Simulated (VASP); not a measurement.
# Cs (P6_3/mmc) in VASP: density of states with PBEsol

Aim: the density of states of Cs with PBEsol.

Everything below comes from runs of VASP 6.6.1. Logs are shortened: lines on timing, memory, paths and dates and some standing lists are left out, and cuts for length are marked.

**1. The cell of the first run**

It takes space group P6_3/mmc (No. 194, hexagonal). The conventional cell has a = 4.138 Å, b = 4.138 Å, c = 6.703 Å, α = 90.00°, β = 90.00°, γ = 120.00°. Cs (site symmetry -6m2) has 12 Cs at 4.12 to 4.14 Å within 5.4 Å.

**2. Density of states, PBEsol (volume scaled by 0.45)**

POSCAR

```
Cs
1.0
    4.1379468344      0.0000000000      0.0000000000
   -2.0689734172      3.5835670781      0.0000000000
    0.0000000000      0.0000000000      6.7034738717
Cs
2
Direct
    0.3333333333      0.6666666667      0.2500000000
    0.6666666667      0.3333333333      0.7500000000
```

INCAR.step1

```
PREC     = Accurate       # precision mode
ENCUT    = 520            # plane-wave cutoff, eV
EDIFF    = 1E-6           # SCF threshold, eV
ISMEAR   = -1             # smearing method
SIGMA    = 0.08           # smearing width, eV
LREAL    = F              # projectors in reciprocal space
LASPH    = T              # aspherical terms in the spheres
NELM     = 80             # most SCF steps
ALGO     = Normal         # electronic algorithm
ISIF     = 2              # what is computed and relaxed
LWAVE    = F              # write WAVECAR
LCHARG   = T              # write CHGCAR
GGA      = PS             # functional
NBANDS   = 16             # bands
```

KPOINTS.step1

```
Automatic mesh
0
Gamma
  8 8 5
```

INCAR.step2

```
PREC     = Accurate       # precision mode
ENCUT    = 520            # plane-wave cutoff, eV
EDIFF    = 1E-6           # SCF threshold, eV
ISMEAR   = -5             # smearing method
SIGMA    = 0.08           # smearing width, eV
LREAL    = F              # projectors in reciprocal space
LASPH    = T              # aspherical terms in the spheres
NELM     = 80             # most SCF steps
ALGO     = Normal         # electronic algorithm
ISIF     = 2              # what is computed and relaxed
LWAVE    = F              # write WAVECAR
LCHARG   = F              # write CHGCAR
GGA      = PS             # functional
LORBIT   = 11             # projections on sites
NEDOS    = 1001           # points of the DOS
ICHARG   = 11             # starting density
```

KPOINTS.step2

```
Automatic mesh
0
Gamma
  12 12 8
```

Potentials or basis: VASP PAW PBE potentials, release 64 (Cs_sv).

On the command line:

```bash
$ cat potpaw_PBE.64/Cs_sv/POTCAR > POTCAR
$ cp INCAR.step1 INCAR
$ cp KPOINTS.step1 KPOINTS
$ mpirun -np 1 vasp_std > vasp.out
$ cp INCAR.step2 INCAR
$ cp KPOINTS.step2 KPOINTS
$ mpirun -np 1 vasp_std > vasp.out
```

OUTCAR:

```text
PREC = Accurate
   ENCUT = 520
   EDIFF = 1E-6
   ISMEAR = -5
   LREAL = F
   LASPH = T
   NELM = 80
   ISIF = 2
   GGA = PS
   LORBIT = 11
   ICHARG = 11

 ion  position               nearest neighbor table
   1  0.333  0.667  0.250-
   2  0.667  0.333  0.750-

  LATTYP: Found a hexagonal cell.
 ALAT       =     4.1379468344
 C/A-ratio  =     1.6200000000

  Lattice vectors:

 A1 = (   4.1379468344,   0.0000000000,   0.0000000000)
 A2 = (  -2.0689734172,   3.5835670781,   0.0000000000)
 A3 = (   0.0000000000,   0.0000000000,   6.7034738717)

Analysis of symmetry for initial positions (statically):
=====================================================================
 Subroutine PRICEL returns:
 Original cell was already a primitive cell.

 Routine SETGRP: Setting up the symmetry group for a
 hexagonal supercell.

 Subroutine GETGRP returns: Found 24 space group operations
 (whereof 12 operations were pure point group operations)
 out of a pool of 24 trial point group operations.

The static configuration has the point symmetry D_3d.
 The point group associated with its full space group is D_6h.

Analysis of symmetry for dynamics (positions and initial velocities):
=====================================================================
 Subroutine PRICEL returns:
 Original cell was already a primitive cell.

 Routine SETGRP: Setting up the symmetry group for a
 hexagonal supercell.

 Subroutine GETGRP returns: Found 24 space group operations
 (whereof 12 operations were pure point group operations)
 out of a pool of 24 trial point group operations.

The dynamic configuration has the point symmetry D_3d.
 The point group associated with its full space group is D_6h.

 Subroutine INISYM returns: Found 24 space group operations
 (whereof 12 operations are pure point group operations),
 and found     1 'primitive' translations

----------------------------------------------------------------------------------------

                                     Primitive cell

  volume of cell :      99.4032

  direct lattice vectors                    reciprocal lattice vectors
     4.137946834  0.000000000  0.000000000     0.241665744  0.139525782  0.000000000
    -2.068973417  3.583567078  0.000000000     0.000000000  0.279051565  0.000000000
     0.000000000  0.000000000  6.703473872     0.000000000  0.000000000  0.149176385

  length of vectors
     4.137946834  4.137946834  6.703473872     0.279051565  0.279051565  0.149176385

  position of ions in fractional coordinates (direct lattice)
     0.333333333  0.666666667  0.250000000
     0.666666667  0.333333333  0.750000000

  ion indices of the primitive-cell ions
   primitive index   ion index
                 1           1
                 2           2

----------------------------------------------------------------------------------------

 KPOINTS: Automatic mesh

Automatic generation of k-mesh.
 Grid dimensions read from file:
 generate k-points for:   12   12    8

 Generating k-lattice:

  Cartesian coordinates                     Fractional coordinates (reciprocal lattice)
     0.020138812  0.011627149  0.000000000     0.083333333  0.000000000  0.000000000
     0.000000000  0.023254297  0.000000000     0.000000000  0.083333333  0.000000000
     0.000000000  0.000000000  0.018647048     0.000000000  0.000000000  0.125000000

  Length of vectors
     0.023254297  0.023254297  0.018647048

  Shift w.r.t. Gamma in fractional coordinates (k-lattice)
     0.000000000  0.000000000  0.000000000

 TETIRR: Found   1172 inequivalent tetrahedra from     6912

 Subroutine IBZKPT returns following result:
 ===========================================

 Found     95 irreducible k-points:

 Following reciprocal coordinates:
            Coordinates               Weight
  0.000000  0.000000  0.000000      1.000000
  0.083333  0.000000  0.000000      6.000000
  0.166667  0.000000  0.000000      6.000000
  0.250000  0.000000  0.000000      6.000000
  0.333333  0.000000  0.000000      6.000000
  0.416667 -0.000000  0.000000      6.000000
[... 16 lines left out ...]
  0.250000  0.000000  0.125000     12.000000
  0.333333  0.000000  0.125000     12.000000
 [... further k-points ...]
   k-points           NKPTS =     95   k-points in BZ     NKDIM =     95   number of bands    NBANDS=     13
   number of dos      NEDOS =   1001   number of ions     NIONS =      2
   total plane-waves  NPLWV =  51200
   dimension x,y,z NGX =    32 NGY =   32 NGZ =   50
   dimension x,y,z NGXF=    64 NGYF=   64 NGZF=  100
   ions per type =               2
   NGX,Y,Z   is equivalent  to a cutoff of  12.86, 12.86, 12.40 a.u.
   NGXF,Y,Z  is equivalent  to a cutoff of  25.71, 25.71, 24.80 a.u.
 SYSTEM =  unknown system
   PREC   = accura    normal or accurate (medium, high low for compatibility)
   ISTART =      0    job   : 0-new  1-cont  2-samecut
   ICHARG =     11    charge: 1-file 2-atom 10-const
   ISPIN  =      1    spin polarized calculation?
   LNONCOLLINEAR =      F non collinear calculations
   LSORBIT =      F    spin-orbit coupling
   LASPH  =      T    aspherical Exc in radial PAW
   ENCUT  =  520.0 eV  38.22 Ry    6.18 a.u.   7.69  7.69 12.46*2*pi/ulx,y,z
   NELM   =     80;   NELMIN=  2; NELMDL=  0     # of ELM steps
   EDIFF  = 0.1E-05   stopping-criterion for ELM
   LREAL  =      F    real-space projection
   EDIFFG = 0.1E-04   stopping-criterion for IOM
   NSW    =      0    number of steps for IOM
   IBRION =     -1    ionic relax: 0-MD 1-quasi-New 2-CG
   NFREE  =      0    steps in history (QN), initial steepest desc. (CG)
   ISIF   =      2    stress and relaxation
   ISYM   =      2    0-nonsym 1-usesym 2-fastsym
   POTIM  = 0.5000    time-step for ionic-motion
   TEBEG  =    0.0;   TEEND  =   0.0 temperature during run
   PSTRESS=    0.0 pullay stress
   NELECT =      18.0000    total number of electrons
   NUPDOWN=      -1.0000    fix difference up-down
   EMIN   =  10.00;   EMAX   =-10.00  energy-range for DOS
   EFERMI =   0.00;   METHOD = LEGACY
   ISMEAR =    -5;   SIGMA  =   0.08  broadening in eV -4-tet -1-fermi 0-gaus
   EFERMI_NEDOS =   21; number of points for ismear=-14 and -15
   IALGO  =     38    algorithm
   IMIX   =      4    mixing-type and parameters
     AMIX     =   0.40;   BMIX     =  1.00
     AMIX_MAG =   1.60;   BMIX_MAG =  1.00
  volume/ion in A,a.u.               =      49.70       335.40
  Fermi-wavevector in a.u.,A,eV,Ry     =   0.926187  1.750240 11.671392  0.857823
  Thomas-Fermi vector in A             =   2.052123
   LORBIT       =     11    0 simple, 1 ext, 2 COOP (PROOUT), +10 PAW based schemes
   GGA     = PS    functional components
   LHFCALC =     F    Hartree Fock is set to
   AEXX    =    0.0000 exact exchange contribution
   IVDW    =     0    specifies the selected vdW correction
   LEPSILON=     F    determine dielectric tensor
   LRPA    =     F    only Hartree local field effects (RPA)
 non-spin polarized calculation
 Fermi weights with tetrahedron method with Bloechl corrections
  energy-cutoff  :      520.00
  volume of cell :       99.40
 maximum number of plane-waves:      2719
 NGX is ok and might be reduce to    32

 number of electron      18.0000004 magnetization

 Free energy of the ion-electron system (eV)
  ---------------------------------------------------
  ext. energy  EPLUGINS =         0.00000000
  ---------------------------------------------------
  free energy    TOTEN  =        -0.86906706 eV

  energy without entropy =       -0.86906706  energy(sigma->0) =       -0.86906706

 E-fermi :   3.4099     XC(G=0):  -8.2273

 val. band max:        3.4230384137   @ k =   0.3333   0.1667   0.5000
 cond. band min:       3.3654273723   @ k =   0.2500   0.0833   0.5000
 fundamental gap:     -0.0576110414
 Fermi energy:         3.4098616547

 k-point     1 :       0.0000    0.0000    0.0000
  band No.  band energies     occupation
      1     -20.4191      2.00000
      2     -20.1984      2.00000
      3      -8.0411      2.00000
      4      -6.6445      2.00000
      5      -6.6445      2.00000
      6      -6.4433      2.00000
      7      -6.4433      2.00000
      8      -6.4246      2.00000
      9       1.3184      2.00000
     10       2.9383      2.00000
     11       6.1471      0.00000
     12       6.1476      0.00000
     13       6.2516      0.00000

 k-point     2 :       0.0833    0.0000    0.0000
  band No.  band energies     occupation
      1     -20.4069      2.00000
      2     -20.1926      2.00000
      3      -8.0084      2.00000
      4      -6.7381      2.00000
      5      -6.6729      2.00000
      6      -6.5414      2.00000
      7      -6.4533      2.00000
      8      -6.4377      2.00000
      9       1.5011      2.00000
     10       3.1155      2.18934
     11       5.6837      0.00000
     12       6.1736      0.00000
     13       6.3051      0.00000

 k-point     3 :       0.1667    0.0000    0.0000
  band No.  band energies     occupation
      1     -20.3729      2.00000
      2     -20.1771      2.00000
      3      -7.9137      2.00000
      4      -6.9867      2.00000
      5      -6.7883      2.00000
      6      -6.7457      2.00000
      7      -6.4838      2.00000
      8      -6.4784      2.00000
      9       1.9828      2.00000
     10       3.5386      0.11247
     11       5.1601      0.00000
     12       5.4399      0.00000
     13       6.1464      0.00000

 k-point     4 :       0.2500    0.0000    0.0000
  band No.  band energies     occupation
      1     -20.3239      2.00000
      2     -20.1577      2.00000
      3      -7.7679      2.00000
      4      -7.3086      2.00000
      5      -7.0884      2.00000
      6      -6.8372      2.00000
      7      -6.5496      2.00000
      8      -6.5299      2.00000
      9       2.5911      2.00000
     10       3.7558      0.00000
     11       4.6627      0.00000
     12       5.0513      0.00000
     13       5.8768      0.00000

 k-point     5 :       0.3333    0.0000    0.0000
  band No.  band energies     occupation
      1     -20.2705      2.00000
      2     -20.1417      2.00000
      3      -7.6103      2.00000
      4      -7.5913      2.00000
      5      -7.3592      2.00000
      6      -6.9225      2.00000
      7      -6.6506      2.00000
      8      -6.5784      2.00000
      9       3.0756      2.00000
     10       3.5650     -0.00916
     11       4.0374      0.00000
     12       5.2640      0.00000
     13       6.2019      0.00000
[... 257 lines left out ...]
 k-point    22 :       0.1667    0.0000    0.1250
  band No.  band energies     occupation
      1     -20.3657      2.00000
      2     -20.1849      2.00000
      3      -7.8745      2.00000
      4      -6.9735      2.00000
      5      -6.8292      2.00000
      6      -6.7361      2.00000
      7      -6.5036      2.00000
      8      -6.4942      2.00000
      9       2.0751      2.00000
     10       3.5613      0.06886
     11       5.1959      0.00000
     12       5.2355      0.00000
     13       6.1132      0.00000

 k-point    23 :       0.2500    0.0000    0.1250
  band No.  band energies     occupation
      1     -20.3178      2.00000
      2     -20.1642      2.00000
      3      -7.7552      2.00000
      4      -7.2802      2.00000
      5      -7.1191      2.00000
      6      -6.8261      2.00000
      7      -6.5635      2.00000
      8      -6.5422      2.00000
      9       2.6351      2.00000
     10       3.7949      0.00000
     11       4.5872      0.00000
     12       5.0825      0.00000
     13       5.7531      0.00000

 k-point    24 :       0.3333    0.0000    0.1250
  band No.  band energies     occupation
      1     -20.2657      2.00000
      2     -20.1467      2.00000
      3      -7.7130      2.00000
      4      -7.4845      2.00000
      5      -7.3584      2.00000
      6      -6.9102      2.00000
      7      -6.6499      2.00000
      8      -6.5924      2.00000
      9       3.0130      2.00000
     10       3.5787     -0.02252
     11       4.1788      0.00000
     12       5.1188      0.00000
     13       6.0474      0.00000

 [... further k-points ...]
[... 5 lines left out ...]
  --------------------------------------------------------------------------------------
  -------------------------------------------------------------------------------------
  Total        2.4543622      2.4543622      2.5248106      0.0000000      0.0000000      0.0000000
  in kB       39.5593244     39.5593244     40.6948095      0.0000000      0.0000000      0.0000000
  external PRESSURE =      39.9378195 kB  Pullay stress =       0.0000000 kB

 VOLUME and BASIS-vectors are now :
 -----------------------------------------------------------------------------
  energy-cutoff  :      520.00
  volume of cell :       99.40
      direct lattice vectors                 reciprocal lattice vectors
     4.137946834  0.000000000  0.000000000     0.241665744  0.139525782  0.000000000
    -2.068973417  3.583567078  0.000000000     0.000000000  0.279051565  0.000000000
     0.000000000  0.000000000  6.703473872     0.000000000  0.000000000  0.149176385

 POSITION                                       TOTAL-FORCE (eV/Angst)
 -----------------------------------------------------------------------------------
     -0.00000      2.38904      1.67587         0.000000      0.000000      0.000000
      2.06897      1.19452      5.02761        -0.000000     -0.000000     -0.000000
 -----------------------------------------------------------------------------------
    total drift:                               -0.000000      0.000000     -0.000000

  FREE ENERGIE OF THE ION-ELECTRON SYSTEM (eV)
  ---------------------------------------------------
  free  energy   TOTEN  =        -0.8690670618 eV

  energy  without entropy=       -0.8690670618  energy(sigma->0) =       -0.86906706

 total charge

# of ion       s       p       d       tot
------------------------------------------
    1        1.880   4.595   0.093   6.568
    2        1.880   4.595   0.093   6.568
--------------------------------------------------
tot          3.760   9.190   0.186  13.135
```

Wall time 31 s (1 thread of Intel Xeon 6975P-C (Granite Rapids), shared host); peak memory 0.26 GiB.

Results:

```yaml
Valence_electrons_inside_the_program's_atomic_spheres: Cs 6.57
```

Levels at points of the mesh, in eV from the Fermi level:
| k point | band 5 | band 6 | band 7 | band 8 | band 9 | band 10 | band 11 | band 12 | band 13 |
| --- | --- | --- | --- | --- | --- | --- | --- | --- | --- |
| (0.00, 0.00, 0.00) | -10.05 | -9.85 | -9.85 | -9.83 | -2.09 | -0.47 | 2.74 | 2.74 | 2.84 |
| (0.50, 0.00, 0.00) | -10.75 | -10.41 | -10.24 | -10.04 | -0.27 | 0.07 | 0.09 | 2.30 | 2.53 |
| (0.00, 0.00, 0.50) | -9.96 | -9.96 | -9.96 | -9.96 | -0.78 | -0.78 | 2.04 | 2.04 | 2.73 |
| (0.50, 0.00, 0.50) | -10.25 | -10.25 | -10.23 | -10.23 | -0.45 | -0.45 | 1.05 | 1.05 | 3.46 |

Caveat: the PAW data sets were made with another functional, which shifts forces and pressure a little; spin-orbit coupling is left out, which moves the levels of the heavy elements; tetrahedron occupations give inexact forces and stress in metals.
